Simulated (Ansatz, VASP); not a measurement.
## Ni in VASP and in Ansatz

```
Ni
1.0
     0.00000    1.44360    1.44360
     1.44360    0.00000    1.44360
     1.44360    1.44360    0.00000
Ni
1
Direct
  0.00000 0.00000 0.00000
```

Change from the starting cell: volume scaled by 0.6, LAPW.

Alike in both runs: task single point; functional LDA; k mesh 21 × 21 × 21; occupations fermi-dirac, width 0.05 eV; collinear spin.

|  | VASP | Ansatz |
| --- | --- | --- |
| version | VASP 6.6.1 | Ansatz 0.2.0 |
| potentials or method | VASP PAW LDA potentials, release 64 (Ni), cutoff 520 eV | all-electron LAPW, scalar-relativistic |

Ansatz gave:

| Property | Result |
| --- | --- |
| pressure (GPa) | 434.1 |
| net moment per atom (μB) | 0.14 |
| size of the moment on the site where the two differ most (μB) | 0.15 |

Estimate VASP's values.

pressure (GPa): 435.7; net moment per atom (μB): 0.01; size of the moment on the site where the two differ most (μB): 0.01.

The net moments are unlike, so the other rows may belong to different states. LDA's correlation is that of Perdew and Zunger in VASP and of Perdew and Wang (1992) in Ansatz. Site moments also hang on the region over which each program counts them. Both programs put the cell under a high pressure, so it lies far from rest at this level. Ansatz ran all-electron here, and VASP with PAW potentials.

Noted on VASP's run: the cell as given lies far from equilibrium.
